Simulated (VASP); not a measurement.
Here is a VASP 6.6.1 calculation.

The input INCAR:

```
SYSTEM = Nb
PREC = Accurate ; ENCUT = 520
EDIFF = 1E-6 ; ISMEAR = -1
SIGMA = 0.1 ; LREAL = .FALSE.
LASPH = .TRUE. ; NELM = 80
ALGO = Normal ; ISIF = 2
LWAVE = .FALSE. ; LCHARG = .FALSE.
GGA = PS ; NBANDS = 12
```

KPOINTS

```
Automatic mesh
0
G
  14 14 14
  0 0 0
```

The input POSCAR:

```
Nb
1.0
    2.6830891365      0.0000000000      0.0000000000
    0.0000000000      2.6830891365      0.0000000000
    0.0000000000      0.0000000000      2.6830891365
Nb
1
Direct
    0.0000000000      0.0000000000      0.0000000000
```

Potentials or basis: VASP PAW PBE potentials, release 64 (Nb_sv).

Command:

```sh
$ cat potpaw_PBE.64/Nb_sv/POTCAR > POTCAR
$ mpirun -np 1 vasp_std > vasp.out
```

Q: Estimate the pressure.

A: -0.1 GPa.

Caveat: the PAW data sets were made with another functional, which shifts forces and pressure a little.
